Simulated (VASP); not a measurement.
Here is a VASP 6.6.1 calculation.

Contents of INCAR:

```
SYSTEM = PbS
  PREC = Accurate
  ENCUT = 520
  EDIFF = 1E-6
  ISMEAR = -1
  SIGMA = 0.05
  LREAL = .FALSE.
  LASPH = .TRUE.
  NELM = 100
  ALGO = Normal
  ISIF = 2
  LWAVE = .FALSE.
  LCHARG = .FALSE.
  GGA = PE
  NBANDS = 28
```

File KPOINTS:

```
Automatic mesh
0
G
  9 9 5
  0 0 0
```

File POSCAR:

```
PbS
1.0
    4.7246946239      0.0000000000      0.0000000000
   -2.3623473119      4.0917055694      0.0000000000
    0.0000000000      0.0000000000      5.6869604113
Pb S
2 2
Direct
    0.3333333333      0.6666666667     -0.0620001555
    0.6666666667      0.3333333333      0.4379998445
    0.3333333333      0.6666666667      0.4380001555
    0.6666666667      0.3333333333      0.9380001555
```

Potentials or basis: VASP PAW PBE potentials, release 64 (Pb_d, S).

Launch:

```bash
$ cat potpaw_PBE.64/Pb_d/POTCAR potpaw_PBE.64/S/POTCAR > POTCAR
$ mpirun -np 1 vasp_std > vasp.out
```

(1) Estimate the band gap on the k mesh.

(2) Predict the pressure.

Answers

(1) 1.42 eV (least direct gap 1.75 eV).

(2) 10.9 GPa.

Caveat: the cell stands under pressure; spin-orbit coupling is left out, which moves the levels of the heavy elements; an odd mesh through Γ misses points on the zone boundary, where band edges can lie.
